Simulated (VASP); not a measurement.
## PbS: single point with PBE

PbS:

```
Pb S
1.0
     0.00000    2.98723    2.98723
     2.98723    0.00000    2.98723
     2.98723    2.98723    0.00000
Pb S
1 1
Direct
  0.00000 0.00000 0.00000
  0.50000 0.50000 0.50000
```

| Property | Result |
| --- | --- |
| Program | VASP 6.6.1 |
| Task | single point |
| Functional | PBE |
| Potentials or basis | VASP PAW PBE potentials, release 64 (Pb_d, S) |
| Cutoff | 500 eV |
| k mesh | 4 × 4 × 4 |
| Occupations | gaussian, width 0.01 eV |
| Spin | no spin polarisation |

```json
{
  "Pressure": "0.9 GPa",
  "Band gap on the k mesh": "0.44 eV, direct"
}
```

Levels at points of the mesh, in eV from the valence-band top:
```tsv
k point	band 6	band 7	band 8	band 9	band 10	band 11	band 12	band 13	band 14	band 15
(0.00, 0.00, 0.00)	-13.38	-6.05	-2.04	-2.04	-2.04	5.17	5.17	5.17	6.81	6.81
(0.50, 0.00, 0.00)	-12.19	-8.70	-1.67	-1.67	0.00	0.44	2.03	2.03	8.65	10.18
(0.50, 0.50, 0.00)	-11.80	-7.15	-4.99	-3.28	-3.28	3.98	5.53	5.62	5.62	11.18
```

It took 9.6 s on 1 thread of Intel Xeon 8259CL, with other jobs on the host, peak memory 0.17 GiB.

Caveat: the k points lie up to 0.46 Å⁻¹ apart; spin-orbit coupling is left out, which moves the levels of the heavy elements. A k mesh can miss the band edges.
